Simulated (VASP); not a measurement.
Input of a VASP 6.6.1 run:

Contents of INCAR:

```
SYSTEM = SnAs
  PREC = Accurate
  ENCUT = 520
  EDIFF = 1E-6
  ISMEAR = 0
  SIGMA = 0.15
  LREAL = .False.
  LASPH = .True.
  NELM = 100
  ALGO = Normal
  ISIF = 2
  LWAVE = .False.
  LCHARG = .False.
  GGA = PS
  NBANDS = 16
```

KPOINTS

```
regular mesh
0
Gamma
  7 7 7
  0 0 0
```

Contents of POSCAR:

```
SnAs
1.0
    0.0000000000      2.8405000000      2.8405000000
    2.8405000000      0.0000000000      2.8405000000
    2.8405000000      2.8405000000      0.0000000000
Sn As
1 1
Direct
    0.0000000000      0.0000000000      0.0000000000
    0.5000000000      0.5000000000      0.5000000000
```

Potentials or basis: VASP PAW PBE potentials, release 64 (Sn_d, As).

The run is started by

```bash
$ cat potpaw_PBE.64/Sn_d/POTCAR potpaw_PBE.64/As/POTCAR > POTCAR
$ mpirun -np 1 vasp_std > vasp.out
```

(1) Estimate the pressure.

Answers

(1) 1.4 GPa.

Caveat: the PAW data sets were made with another functional, which shifts forces and pressure a little.
